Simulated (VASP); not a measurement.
Write the native input for VASP 6.6.1 that does the following.

```
Task                   : single point
Functional             : PBE
Potentials or basis    : VASP PAW PBE potentials, release 64 (Sr_sv, O)
Cutoff                 : 600 eV
k mesh                 : 4 × 4 × 4
Occupations            : gaussian, width 0.1 eV
Spin                   : no spin polarisation
Dipole correction      : no
Further INCAR settings : ALGO = Normal; EDIFF = 1e-06; NBANDS = 15
```

The structure of SrO lies in POSCAR:

```
SrO
1.0
    0.0000000000      2.5837846888      2.5837846888
    2.5837846888      0.0000000000      2.5837846888
    2.5837846888      2.5837846888      0.0000000000
Sr O
1 1
Direct
    0.5000000000      0.5000000000      0.5000000000
    0.0000000000      0.0000000000      0.0000000000
```

These files were run (other wordings do the same):

INCAR

```
PREC = Accurate
ENCUT = 600
EDIFF = 1E-6
ISMEAR = 0
SIGMA = 0.1
LREAL = F
LASPH = T
NELM = 120
ALGO = Normal
ISIF = 2
LWAVE = F
LCHARG = F
GGA = PE
NBANDS = 15
GGA_COMPAT = F
```

KPOINTS

```
Automatic mesh
0
Gamma
  4 4 4
```

Potentials or basis: VASP PAW PBE potentials, release 64 (Sr_sv, O).

The run is started by

```bash
$ cat potpaw_PBE.64/Sr_sv/POTCAR potpaw_PBE.64/O/POTCAR > POTCAR
$ mpirun -np 1 vasp_std > vasp.out
```

Results of the run:

```
Pressure               : 1.9 GPa
Band gap on the k mesh : 3.27 eV, indirect (least direct gap 3.37 eV)
```

Caveat: the k points lie up to 0.53 Å⁻¹ apart.

It took 8.1 s on 1 thread of Intel(R) Xeon(R) 6975P-C (Granite Rapids) (shared host), peak memory 0.16 GiB.
